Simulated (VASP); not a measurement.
The system is MgO.

```xyz
2
Lattice="0.0000 2.1434 2.1434 2.1434 0.0000 2.1434 2.1434 2.1434 0.0000" Properties=species:S:1:pos:R:3 pbc="T T T"
Mg    0.0000    0.0000    0.0000
O     2.1434    2.1434    2.1434
```

This cell differs from its parent crystal: volume scaled by 1.06.

Base run:

| Property | Result |
| --- | --- |
| Program | VASP 6.6.1 |
| Functional | r2SCAN |
| Potentials or basis | VASP PAW PBE potentials, release 64 (Mg, O) |
| Cutoff | 520 eV |
| k mesh | 10 × 10 × 10 |
| Occupations | gaussian, width 0.02 eV |
| Spin | no spin polarisation |

Its results: band gap on the k mesh 5.09 eV, direct; pressure -9.7 GPa.

The run is repeated on the same cell with these changes: potentials or basis from VASP PAW PBE potentials, release 64 (Mg, O) to VASP PAW PBE potentials, release 64 (Mg_sv, O); cutoff from 520 eV to 660 eV; further incar settings from ALGO = Normal; EDIFF = 1e-06; NBANDS = 11 to ALGO = Normal; EDIFF = 1e-06; NBANDS = 15; valence electrons from 8 to 16. What comes out?

Band gap on the k mesh 5.14 eV, direct; pressure -8.8 GPa.

Caveats: the PAW data sets were made with another functional, which shifts forces and pressure a little.

